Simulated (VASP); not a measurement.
# CdF2 (P6_3mc) in VASP: a series of runs, part 2 of 2

VASP 6.6.1. The steps go on from the part before.

### Step 5. Single point, r2SCAN+rVV10

This run uses another cell than the first one, of 12.93 Å³/atom.

The input, POSCAR:

```
CdF2
1.0
    3.6395936047      0.0000000000      0.0000000000
   -1.8197968024      3.1519805211      0.0000000000
    0.0000000000      0.0000000000      6.7648876738
Cd F
2 4
Direct
    0.3333333333      0.6666666667      0.6165738387
    0.6666666667      0.3333333333      0.1165738387
    0.6666666667      0.3333333333      0.7567664340
    0.3333333333      0.6666666667      0.2567664340
    0.0000000000      0.0000000000      0.0016617272
    0.0000000000      0.0000000000      0.5016617272
```

The input, INCAR.step1:

```
SYSTEM = CdF2
ALGO = Normal
EDIFF = 1E-4
ENCUT = 520
GGA = PE
ISMEAR = -1
LASPH = .TRUE.
LCHARG = .FALSE.
LREAL = .FALSE.
LWAVE = .TRUE.
NBANDS = 35
NELM = 60
PREC = Accurate
SIGMA = 0.03
```

The input, INCAR.step2:

```
SYSTEM = CdF2
ALGO = Normal
BPARAM = 11.95
CPARAM = 0.0093
EDIFF = 1E-6
ENCUT = 520
ISIF = 2
ISMEAR = -1
ISTART = 1
IVDW_NL = 2
LASPH = .TRUE.
LCHARG = .FALSE.
LMIXTAU = .TRUE.
LREAL = .FALSE.
LUSE_VDW = .TRUE.
LWAVE = .FALSE.
METAGGA = R2SCAN
NBANDS = 35
NELM = 60
PREC = Accurate
SIGMA = 0.03
```

The input, KPOINTS:

```
k-points
0
G
  12 12 4
  0 0 0
```

Potentials or basis: VASP PAW PBE potentials, release 64 (Cd, F).

The run is started by

```bash
cat potpaw_PBE.64/Cd/POTCAR potpaw_PBE.64/F/POTCAR > POTCAR
cp INCAR.step1 INCAR
mpirun -np 1 vasp_std > vasp.out
cp INCAR.step2 INCAR
mpirun -np 1 vasp_std > vasp.out
```

OUTCAR:

```text
SYSTEM = CdF2
   BPARAM = 11.95
   EDIFF = 1E-6
   ENCUT = 520
   ISIF = 2
   ISMEAR = -1
   ISTART = 1
   IVDW_NL = 2
   LASPH = .TRUE.
   LREAL = .FALSE.
   METAGGA = R2SCAN
   NELM = 60
   PREC = Accurate

 ion  position               nearest neighbor table
   1  0.333  0.667  0.617-   6 2.24   6 2.24   6 2.24   3 2.31   3 2.31   3 2.31   4 2.43
   2  0.667  0.333  0.117-   5 2.24   5 2.24   5 2.24   4 2.31   4 2.31   4 2.31   3 2.43
   3  0.667  0.333  0.757-   1 2.31   1 2.31   1 2.31   2 2.43
   4  0.333  0.667  0.257-   2 2.31   2 2.31   2 2.31   1 2.43
   5  0.000  0.000  0.002-   2 2.24   2 2.24   2 2.24
   6  0.000  0.000  0.502-   1 2.24   1 2.24   1 2.24

  LATTYP: Found a hexagonal cell.
 ALAT       =     3.6395936047
 C/A-ratio  =     1.8586931423

  Lattice vectors:

 A1 = (   3.6395936047,   0.0000000000,   0.0000000000)
 A2 = (  -1.8197968024,   3.1519805211,   0.0000000000)
 A3 = (   0.0000000000,   0.0000000000,   6.7648876738)

Analysis of symmetry for initial positions (statically):
=====================================================================
 Subroutine PRICEL returns:
 Original cell was already a primitive cell.

 Routine SETGRP: Setting up the symmetry group for a
 hexagonal supercell.

 Subroutine GETGRP returns: Found 12 space group operations
 (whereof  6 operations were pure point group operations)
 out of a pool of 24 trial point group operations.

The static configuration has the point symmetry C_3v.
 The point group associated with its full space group is C_6v.

Analysis of symmetry for dynamics (positions and initial velocities):
=====================================================================
 Subroutine PRICEL returns:
 Original cell was already a primitive cell.

 Routine SETGRP: Setting up the symmetry group for a
 hexagonal supercell.

 Subroutine GETGRP returns: Found 12 space group operations
 (whereof  6 operations were pure point group operations)
 out of a pool of 24 trial point group operations.

The dynamic configuration has the point symmetry C_3v.
 The point group associated with its full space group is C_6v.

 Subroutine INISYM returns: Found 12 space group operations
 (whereof  6 operations are pure point group operations),
 and found     1 'primitive' translations

----------------------------------------------------------------------------------------

                                     Primitive cell

  volume of cell :      77.6063

  direct lattice vectors                    reciprocal lattice vectors
     3.639593605  0.000000000  0.000000000     0.274755950  0.158630422  0.000000000
    -1.819796802  3.151980521  0.000000000     0.000000000  0.317260844  0.000000000
     0.000000000  0.000000000  6.764887674     0.000000000  0.000000000  0.147822114

  length of vectors
     3.639593605  3.639593605  6.764887674     0.317260844  0.317260844  0.147822114

  position of ions in fractional coordinates (direct lattice)
     0.333333333  0.666666667  0.616573839
     0.666666667  0.333333333  0.116573839
     0.666666667  0.333333333  0.756766434
     0.333333333  0.666666667  0.256766434
     0.000000000  0.000000000  0.001661727
     0.000000000  0.000000000  0.501661727

[... 38 lines left out ...]
  0.083333 -0.000000  0.000000      6.000000
  0.166667  0.000000  0.000000      6.000000
  0.250000 -0.000000  0.000000      6.000000
  0.333333  0.000000  0.000000      6.000000
  0.416667 -0.000000  0.000000      6.000000
[... 16 lines left out ...]
  0.250000 -0.000000  0.250000     12.000000
  0.333333  0.000000  0.250000     12.000000
 [... further k-points ...]
   k-points           NKPTS =     57   k-points in BZ     NKDIM =     57   number of bands    NBANDS=     35
   number of dos      NEDOS =    301   number of ions     NIONS =      6
   total plane-waves  NPLWV =  39200
   dimension x,y,z NGX =    28 NGY =   28 NGZ =   50
   dimension x,y,z NGXF=    56 NGYF=   56 NGZF=  100
   ions per type =               2   4
   NGX,Y,Z   is equivalent  to a cutoff of  12.79, 12.79, 12.29 a.u.
   NGXF,Y,Z  is equivalent  to a cutoff of  25.58, 25.58, 24.57 a.u.
 SYSTEM =  CdF2
   PREC   = accura    normal or accurate (medium, high low for compatibility)
   ISTART =      1    job   : 0-new  1-cont  2-samecut
   ICHARG =      0    charge: 1-file 2-atom 10-const
   ISPIN  =      1    spin polarized calculation?
   LNONCOLLINEAR =      F non collinear calculations
   LSORBIT =      F    spin-orbit coupling
   LASPH  =      T    aspherical Exc in radial PAW
   ENCUT  =  520.0 eV  38.22 Ry    6.18 a.u.   6.77  6.77 12.58*2*pi/ulx,y,z
   NELM   =     60;   NELMIN=  2; NELMDL=  0     # of ELM steps
   EDIFF  = 0.1E-05   stopping-criterion for ELM
   LREAL  =      F    real-space projection
   EDIFFG = 0.1E-04   stopping-criterion for IOM
   NSW    =      0    number of steps for IOM
   IBRION =     -1    ionic relax: 0-MD 1-quasi-New 2-CG
   NFREE  =      0    steps in history (QN), initial steepest desc. (CG)
   ISIF   =      2    stress and relaxation
   ISYM   =      2    0-nonsym 1-usesym 2-fastsym
   POTIM  = 0.5000    time-step for ionic-motion
   TEBEG  =    0.0;   TEEND  =   0.0 temperature during run
   PSTRESS=    0.0 pullay stress
   NELECT =      52.0000    total number of electrons
   NUPDOWN=      -1.0000    fix difference up-down
   EMIN   =  10.00;   EMAX   =-10.00  energy-range for DOS
   EFERMI =   0.00;   METHOD = LEGACY
   ISMEAR =    -1;   SIGMA  =   0.03  broadening in eV -4-tet -1-fermi 0-gaus
   EFERMI_NEDOS =   21; number of points for ismear=-14 and -15
   IALGO  =     38    algorithm
   IMIX   =      4    mixing-type and parameters
     AMIX     =   0.40;   BMIX     =  1.00
     AMIX_MAG =   1.60;   BMIX_MAG =  1.00
  volume/ion in A,a.u.               =      12.93        87.29
  Fermi-wavevector in a.u.,A,eV,Ry     =   1.432552  2.707130 27.921932  2.052204
  Thomas-Fermi vector in A             =   2.552167
   LORBIT       =      0    0 simple, 1 ext, 2 COOP (PROOUT), +10 PAW based schemes
   METAGGA = R2SCAN    functional components
   LHFCALC =     F    Hartree Fock is set to
   AEXX    =    0.0000 exact exchange contribution
   IVDW_NL    =     2    kernel type
   BPARAM     =11.9500
   IVDW    =     0    specifies the selected vdW correction
   LEPSILON=     F    determine dielectric tensor
   LRPA    =     F    only Hartree local field effects (RPA)
 non-spin polarized calculation
  energy-cutoff  :      520.00
  volume of cell :       77.61
 maximum number of plane-waves:      2118
 NGX is ok and might be reduce to    28
   NGX = 13   NGY = 13   NGZ = 25

 number of electron      51.9999992 magnetization

 Free energy of the ion-electron system (eV)
  ---------------------------------------------------
  ext. energy  EPLUGINS =         0.00000000
  ---------------------------------------------------
  free energy    TOTEN  =       -65.20358806 eV

  energy without entropy =      -65.20358806  energy(sigma->0) =      -65.20358806

 E-fermi :  -1.0529     XC(G=0): -11.2056

 val. band max:       -1.7247885833   @ k =   0.5000  -0.0000   0.0000
 cond. band min:       1.6902387977   @ k =   0.0000   0.0000   0.0000
 fundamental gap:      3.4150273810
 Fermi energy:        -1.0529116946

 k-point     1 :       0.0000    0.0000    0.0000
  band No.  band energies     occupation
      1     -23.7567      2.00000
      2     -23.3067      2.00000
      3     -23.1151      2.00000
      4     -22.6972      2.00000
      5      -7.5425      2.00000
      6      -7.5424      2.00000
[... 901 lines left out ...]
     34      13.8944      0.00000
     35      14.3347      0.00000

 [... further k-points ...]

------------------------ aborting loop because EDIFF is reached ----------------------------------------

  FORCE on cell =-STRESS in cart. coord.  units (eV):
  Direction    XX          YY          ZZ          XY          YZ          ZX
  --------------------------------------------------------------------------------------
  -------------------------------------------------------------------------------------
  Total        0.7603675      0.7603675      0.3194202     -0.0000000      0.0000000      0.0000000
  in kB       15.6977405     15.6977405      6.5944095     -0.0000000      0.0000000      0.0000000
  external PRESSURE =      12.6632968 kB  Pullay stress =       0.0000000 kB

 VOLUME and BASIS-vectors are now :
 -----------------------------------------------------------------------------
  energy-cutoff  :      520.00
  volume of cell :       77.61
      direct lattice vectors                 reciprocal lattice vectors
     3.639593605  0.000000000  0.000000000     0.274755950  0.158630422  0.000000000
    -1.819796802  3.151980521  0.000000000     0.000000000  0.317260844  0.000000000
     0.000000000  0.000000000  6.764887674     0.000000000  0.000000000  0.147822114

 POSITION                                       TOTAL-FORCE (eV/Angst)
 -----------------------------------------------------------------------------------
     -0.00000      2.10132      4.17105        -0.000000      0.000000      0.048168
      1.81980      1.05066      0.78861         0.000000     -0.000000      0.048168
      1.81980      1.05066      5.11944         0.000000      0.000000      0.036175
     -0.00000      2.10132      1.73700        -0.000000      0.000000      0.036175
      0.00000      0.00000      0.01124        -0.000000      0.000000     -0.084343
      0.00000      0.00000      3.39369         0.000000      0.000000     -0.084343
 -----------------------------------------------------------------------------------
    total drift:                                0.000000      0.000000      0.010894

  FREE ENERGIE OF THE ION-ELECTRON SYSTEM (eV)
  ---------------------------------------------------
  free  energy   TOTEN  =       -65.2035880561 eV

  energy  without entropy=      -65.2035880561  energy(sigma->0) =      -65.20358806
```

Run time: 15 min. Hardware: 1 thread of Intel Xeon 8259CL, shared host; peak memory 0.43 GiB.

Results:

```
Free energy            : -65.2036 eV
Pressure               : 1.3 GPa
Largest force          : 0.084 eV/Å
Band gap on the k mesh : 3.42 eV (least direct gap 3.54 eV)
```

Forces in eV/Å, atoms in the order of the input:
```
Cd   0.000  0.000  0.048
Cd   0.000  0.000  0.048
F    0.000  0.000  0.036
F    0.000  0.000  0.036
F    0.000  0.000 -0.084
F    0.000  0.000 -0.084
```

Caveat: the PAW data sets were made with another functional, which shifts forces and pressure a little.

### Step 6. Overview

| task | level | cell | k mesh | cutoff (eV) | gap on the mesh (eV) | pressure (GPa) | largest force (eV/Å) |
| --- | --- | --- | --- | --- | --- | --- | --- |
| single point | PBEsol | a = 3.620, b = 3.620, c = 7.057 Å, angles 90.0, 90.0, 120.0°, 6 atoms, atomic positions A | 9 × 9 × 2 | 520 | 2.74 | 0.8 | 0.07 |
| relaxation of cell and atoms | PBEsol | relaxed from a = 3.004, b = 3.004, c = 10.083 Å, angles 90.0, 90.0, 120.0°, 6 atoms, atomic positions B | 9 × 9 × 2 | 600 | 2.81 | 0.0 | 0.01 |
| single point | r2SCAN+rVV10 | a = 3.640, b = 3.640, c = 6.765 Å, angles 90.0, 90.0, 120.0°, 6 atoms, atomic positions C | 12 × 12 × 4 | 520 | 3.42 | 1.3 | 0.08 |

Alike in all rows: potentials or basis VASP PAW PBE potentials, release 64 (Cd, F); no spin polarisation; smearing fermi-dirac 0.03 eV.

Caveats: some runs use coarse meshes; the PAW data sets were made with another functional, which shifts forces and pressure a little; an odd mesh through Γ misses points on the zone boundary, where band edges can lie (at least some runs); a cell axis changed by over 15 % at a fixed basis, so the end point is rough (at least some runs).

Total energies depend on the potentials used, so only differences within one code and one set of settings carry meaning.
